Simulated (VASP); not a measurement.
# Zr in VASP: further runs

Runs on Zr. Level: PBE. Tasks: electric field gradients.

Everything below comes from runs of VASP 6.6.1. Logs are shortened: lines on timing, memory, paths and dates and some standing lists are left out, and cuts for length are marked.

## Step 1: The cell of the first run

The structure is hexagonal, space group P6_3/mmc (No. 194). The conventional cell has a = 3.232 Å, b = 3.232 Å, c = 5.147 Å, α = 90.00°, β = 90.00°, γ = 120.00°. Zr (site symmetry -6m2) has 12 Zr at 3.18 to 3.23 Å within 4.2 Å.

## Step 2: Electric field gradients, PBE

Contents of INCAR:

```
PREC     = Accurate       # precision mode
ENCUT    = 520            # plane-wave cutoff, eV
EDIFF    = 1E-8           # SCF threshold, eV
ISMEAR   = -1             # smearing method
SIGMA    = 0.03           # smearing width, eV
LREAL    = False          # projectors in reciprocal space
LASPH    = True           # aspherical terms in the spheres
NELM     = 80             # most SCF steps
ALGO     = Normal         # electronic algorithm
ISIF     = 2              # what is computed and relaxed
LWAVE    = False          # write WAVECAR
LCHARG   = False          # write CHGCAR
GGA      = PE             # functional
LEFG     = True         
NBANDS   = 19             # bands
```

Contents of KPOINTS:

```
Automatic mesh
0
Gamma
  13 13 7
```

Contents of POSCAR:

```
Zr
1.0
    3.2319982225      0.0000000000      0.0000000000
   -1.6159991112      2.7989925656      0.0000000000
    0.0000000000      0.0000000000      5.1470000000
Zr
2
Direct
    0.3333333333      0.6666666667      0.2500000000
    0.6666666667      0.3333333333      0.7500000000
```

Potentials or basis: VASP PAW PBE potentials, release 64 (Zr_sv).

On the command line:

```bash
$ cat potpaw_PBE.64/Zr_sv/POTCAR > POTCAR
$ mpirun -np 1 vasp_std > vasp.out
```

OUTCAR:

```text
PREC = Accurate
   ENCUT = 520
   EDIFF = 1E-8
   ISMEAR = -1
   LREAL = False
   LASPH = True
   NELM = 80
   ISIF = 2
   GGA = PE

 ion  position               nearest neighbor table
   1  0.333  0.667  0.250-   2 3.18   2 3.18   2 3.18   2 3.18   2 3.18   2 3.18
   2  0.667  0.333  0.750-   1 3.18   1 3.18   1 3.18   1 3.18   1 3.18   1 3.18

  LATTYP: Found a hexagonal cell.
 ALAT       =     3.2319982225
 C/A-ratio  =     1.5925132521

  Lattice vectors:

 A1 = (   3.2319982225,   0.0000000000,   0.0000000000)
 A2 = (  -1.6159991112,   2.7989925656,   0.0000000000)
 A3 = (   0.0000000000,   0.0000000000,   5.1470000000)

Analysis of symmetry for initial positions (statically):
=====================================================================
 Subroutine PRICEL returns:
 Original cell was already a primitive cell.

 Routine SETGRP: Setting up the symmetry group for a
 hexagonal supercell.

 Subroutine GETGRP returns: Found 24 space group operations
 (whereof 12 operations were pure point group operations)
 out of a pool of 24 trial point group operations.

The static configuration has the point symmetry D_3d.
 The point group associated with its full space group is D_6h.

Analysis of symmetry for dynamics (positions and initial velocities):
=====================================================================
 Subroutine PRICEL returns:
 Original cell was already a primitive cell.

 Routine SETGRP: Setting up the symmetry group for a
 hexagonal supercell.

 Subroutine GETGRP returns: Found 24 space group operations
 (whereof 12 operations were pure point group operations)
 out of a pool of 24 trial point group operations.

The dynamic configuration has the point symmetry D_3d.
 The point group associated with its full space group is D_6h.

 Subroutine INISYM returns: Found 24 space group operations
 (whereof 12 operations are pure point group operations),
 and found     1 'primitive' translations

----------------------------------------------------------------------------------------

                                     Primitive cell

  volume of cell :      46.5615

  direct lattice vectors                    reciprocal lattice vectors
     3.231998223  0.000000000  0.000000000     0.309406111  0.178635701  0.000000000
    -1.615999111  2.798992566  0.000000000     0.000000000  0.357271403  0.000000000
     0.000000000  0.000000000  5.147000000     0.000000000  0.000000000  0.194287935

  length of vectors
     3.231998223  3.231998222  5.147000000     0.357271403  0.357271403  0.194287935

  position of ions in fractional coordinates (direct lattice)
     0.333333333  0.666666667  0.250000000
     0.666666667  0.333333333  0.750000000

  ion indices of the primitive-cell ions
   primitive index   ion index
                 1           1
                 2           2

----------------------------------------------------------------------------------------

 KPOINTS: Automatic mesh

Automatic generation of k-mesh.
 Grid dimensions read from file:
 generate k-points for:   13   13    7

 Generating k-lattice:

  Cartesian coordinates                     Fractional coordinates (reciprocal lattice)
     0.023800470  0.013741208  0.000000000     0.076923077  0.000000000  0.000000000
     0.000000000  0.027482416  0.000000000     0.000000000  0.076923077  0.000000000
     0.000000000  0.000000000  0.027755419     0.000000000  0.000000000  0.142857143

  Length of vectors
     0.027482416  0.027482416  0.027755419

  Shift w.r.t. Gamma in fractional coordinates (k-lattice)
     0.000000000  0.000000000  0.000000000

 Subroutine IBZKPT returns following result:
 ===========================================

 Found     84 irreducible k-points:

 Following reciprocal coordinates:
            Coordinates               Weight
  0.000000  0.000000  0.000000      1.000000
  0.076923 -0.000000  0.000000      6.000000
  0.153846 -0.000000  0.000000      6.000000
  0.230769 -0.000000  0.000000      6.000000
  0.307692 -0.000000  0.000000      6.000000
  0.384615 -0.000000  0.000000      6.000000
[... 16 lines left out ...]
  0.076923 -0.000000  0.142857     12.000000
  0.153846 -0.000000  0.142857     12.000000
 [... further k-points ...]
   k-points           NKPTS =     84   k-points in BZ     NKDIM =     84   number of bands    NBANDS=     19
   number of dos      NEDOS =    301   number of ions     NIONS =      2
   total plane-waves  NPLWV =  23040
   dimension x,y,z NGX =    24 NGY =   24 NGZ =   40
   dimension x,y,z NGXF=    48 NGYF=   48 NGZF=   80
   ions per type =               2
   NGX,Y,Z   is equivalent  to a cutoff of  12.35, 12.35, 12.92 a.u.
   NGXF,Y,Z  is equivalent  to a cutoff of  24.69, 24.69, 25.84 a.u.
 SYSTEM =  unknown system
   PREC   = accura    normal or accurate (medium, high low for compatibility)
   ISTART =      0    job   : 0-new  1-cont  2-samecut
   ICHARG =      2    charge: 1-file 2-atom 10-const
   ISPIN  =      1    spin polarized calculation?
   LNONCOLLINEAR =      F non collinear calculations
   LSORBIT =      F    spin-orbit coupling
   LASPH  =      T    aspherical Exc in radial PAW
   ENCUT  =  520.0 eV  38.22 Ry    6.18 a.u.   6.01  6.01  9.57*2*pi/ulx,y,z
   NELM   =     80;   NELMIN=  2; NELMDL= -5     # of ELM steps
   EDIFF  = 0.1E-07   stopping-criterion for ELM
   LREAL  =      F    real-space projection
   EDIFFG = 0.1E-06   stopping-criterion for IOM
   NSW    =      0    number of steps for IOM
   IBRION =     -1    ionic relax: 0-MD 1-quasi-New 2-CG
   NFREE  =      0    steps in history (QN), initial steepest desc. (CG)
   ISIF   =      2    stress and relaxation
   ISYM   =      2    0-nonsym 1-usesym 2-fastsym
   POTIM  = 0.5000    time-step for ionic-motion
   TEBEG  =    0.0;   TEEND  =   0.0 temperature during run
   PSTRESS=    0.0 pullay stress
   NELECT =      24.0000    total number of electrons
   NUPDOWN=      -1.0000    fix difference up-down
   EMIN   =  10.00;   EMAX   =-10.00  energy-range for DOS
   EFERMI =   0.00;   METHOD = LEGACY
   ISMEAR =    -1;   SIGMA  =   0.03  broadening in eV -4-tet -1-fermi 0-gaus
   EFERMI_NEDOS =   21; number of points for ismear=-14 and -15
   IALGO  =     38    algorithm
   IMIX   =      4    mixing-type and parameters
     AMIX     =   0.40;   BMIX     =  1.00
     AMIX_MAG =   1.60;   BMIX_MAG =  1.00
  volume/ion in A,a.u.               =      23.28       157.11
  Fermi-wavevector in a.u.,A,eV,Ry     =   1.312612  2.480476 23.442147  1.722949
  Thomas-Fermi vector in A             =   2.442992
   LORBIT       =      0    0 simple, 1 ext, 2 COOP (PROOUT), +10 PAW based schemes
   GGA     = PE    functional components
   LHFCALC =     F    Hartree Fock is set to
   AEXX    =    0.0000 exact exchange contribution
   IVDW    =     0    specifies the selected vdW correction
   LEPSILON=     F    determine dielectric tensor
   LRPA    =     F    only Hartree local field effects (RPA)
 non-spin polarized calculation
  energy-cutoff  :      520.00
  volume of cell :       46.56
 maximum number of plane-waves:      1275
   NGX = 13   NGY = 13   NGZ = 19

 number of electron      24.0000000 magnetization

 Free energy of the ion-electron system (eV)
  ---------------------------------------------------
  ext. energy  EPLUGINS =         0.00000000
  ---------------------------------------------------
  free energy    TOTEN  =       -17.04145000 eV

  energy without entropy =      -17.03431998  energy(sigma->0) =      -17.03788499

 E-fermi :   9.0187     XC(G=0): -11.0821

 val. band max:        9.0172702066   @ k =   0.3077   0.3077   0.4286
 cond. band min:       9.0275022005   @ k =   0.2308   0.1538   0.4286
 fundamental gap:      0.0102319939
 Fermi energy:         9.0187128690

 k-point     1 :       0.0000    0.0000    0.0000
  band No.  band energies     occupation
      1     -39.8443      2.00000
      2     -39.6898      2.00000
      3     -18.3674      2.00000
      4     -17.4980      2.00000
      5     -17.4980      2.00000
      6     -17.3607      2.00000
[... 11 lines left out ...]
     18      11.1302      0.00000
     19      13.4260      0.00000

 k-point     2 :       0.0769   -0.0000    0.0000
  band No.  band energies     occupation
      1     -39.8376      2.00000
      2     -39.6871      2.00000
      3     -18.3493      2.00000
      4     -17.5380      2.00000
      5     -17.5112      2.00000
      6     -17.3981      2.00000
[... 11 lines left out ...]
     18      10.9854      0.00000
     19      13.5335      0.00000

 k-point     3 :       0.1538   -0.0000    0.0000
  band No.  band energies     occupation
      1     -39.8186      2.00000
      2     -39.6796      2.00000
      3     -18.2971      2.00000
      4     -17.6487      2.00000
      5     -17.5465      2.00000
      6     -17.5105      2.00000
[... 11 lines left out ...]
     18      11.1143      0.00000
     19      13.7645      0.00000

 k-point     4 :       0.2308   -0.0000    0.0000
  band No.  band energies     occupation
      1     -39.7908      2.00000
      2     -39.6701      2.00000
      3     -18.2170      2.00000
      4     -17.8045      2.00000
      5     -17.6628      2.00000
      6     -17.5941      2.00000
[... 407 lines left out ...]
     18      11.3872      0.00000
     19      13.4744      0.00000

 k-point    23 :       0.0769   -0.0000    0.1429
  band No.  band energies     occupation
      1     -39.8303      2.00000
      2     -39.6946      2.00000
      3     -18.3048      2.00000
      4     -17.5300      2.00000
      5     -17.5039      2.00000
      6     -17.4461      2.00000
[... 11 lines left out ...]
     18      11.2973      0.00000
     19      13.5612      0.00000

 k-point    24 :       0.1538   -0.0000    0.1429
  band No.  band energies     occupation
      1     -39.8119      2.00000
      2     -39.6866      2.00000
      3     -18.2601      2.00000
      4     -17.6374      2.00000
      5     -17.5502      2.00000
      6     -17.5383      2.00000
[... 11 lines left out ...]
     18      11.2835      0.00000
     19      13.7438      0.00000

 [... further k-points ...]

------------------------ aborting loop because EDIFF is reached ----------------------------------------

  FORCE on cell =-STRESS in cart. coord.  units (eV):
  Direction    XX          YY          ZZ          XY          YZ          ZX
  --------------------------------------------------------------------------------------
  -------------------------------------------------------------------------------------
  Total        0.0561748      0.0561748      0.3104902      0.0000000      0.0000000      0.0000000
  in kB        1.9329711      1.9329711     10.6839411      0.0000000      0.0000000      0.0000000
  external PRESSURE =       4.8499611 kB  Pullay stress =       0.0000000 kB

 VOLUME and BASIS-vectors are now :
 -----------------------------------------------------------------------------
  energy-cutoff  :      520.00
  volume of cell :       46.56
      direct lattice vectors                 reciprocal lattice vectors
     3.231998223  0.000000000  0.000000000     0.309406111  0.178635701  0.000000000
    -1.615999111  2.798992566  0.000000000     0.000000000  0.357271403  0.000000000
     0.000000000  0.000000000  5.147000000     0.000000000  0.000000000  0.194287935

 POSITION                                       TOTAL-FORCE (eV/Angst)
 -----------------------------------------------------------------------------------
     -0.00000      1.86600      1.28675         0.000000      0.000000      0.000000
      1.61600      0.93300      3.86025        -0.000000     -0.000000      0.000000
 -----------------------------------------------------------------------------------
    total drift:                               -0.000000      0.000000     -0.000000

  FREE ENERGIE OF THE ION-ELECTRON SYSTEM (eV)
  ---------------------------------------------------
  free  energy   TOTEN  =       -17.0414499980 eV

  energy  without entropy=      -17.0343199812  energy(sigma->0) =      -17.03788499

 Electric field gradients (V/A^2)
---------------------------------------------------------------------
 ion       V_xx      V_yy      V_zz      V_xy      V_xz      V_yz
---------------------------------------------------------------------
   1     -19.786   -19.786    39.573     0.000     0.000    -0.000
   2     -19.786   -19.786    39.573     0.000    -0.000     0.000
---------------------------------------------------------------------

 Electric field gradients after diagonalization (V/A^2)
 (convention: |V_zz| > |V_xx| > |V_yy|)
----------------------------------------------------------------------
 ion       V_xx      V_yy      V_zz     asymmetry (V_yy - V_xx)/ V_zz
----------------------------------------------------------------------
   1     -19.786   -19.786    39.573       0.000
   2     -19.786   -19.786    39.573       0.000
----------------------------------------------------------------------

           NMR quadrupolar parameters

 Cq : quadrupolar parameter    Cq=e*Q*V_zz/h
 eta: asymmetry parameters     (V_yy - V_xx)/ V_zz
 Q  : nuclear electric quadrupole moment in mb (millibarn)
----------------------------------------------------------------------
 ion       Cq(MHz)       eta       Q (mb)
----------------------------------------------------------------------
   1       0.096       0.000       1.000
   2       0.096       0.000       1.000
----------------------------------------------------------------------
```

Wall time 22 s (1 thread of Intel Xeon 6975P-C (Granite Rapids), shared host); peak memory 0.2 GiB.

Results:

| Quantity | Value |
| --- | --- |
| Free energy | -17.0414 eV |
| Pressure | 0.5 GPa |
| Band gap on the k mesh | zero (bands 12 and 13 overlap by 1.10 eV) |
| Largest electric field gradient by atom | Zr +39.6 V/Å² |

Stress tensor (GPa, compression positive):
```
0.19 0.00 0.00
0.00 0.19 0.00
0.00 0.00 1.07
```

Levels at points of the mesh, in eV from the Fermi level:
```tsv
k point	band 10	band 11	band 12	band 13	band 14	band 15
(0.00, 0.00, 0.00)	-3.06	0.84	0.84	0.99	1.15	1.53
```

Electric field gradients, principal values (V/Å²):
```tsv
atom	least	middle	greatest (by size)
1 Zr	-19.786	-19.786	39.573
2 Zr	-19.786	-19.786	39.573
```

Caveat: without QUAD_EFG the Cq values of the log hold for a quadrupole moment of 1 mb, not for the nuclei.

[end of part 1 of 2]
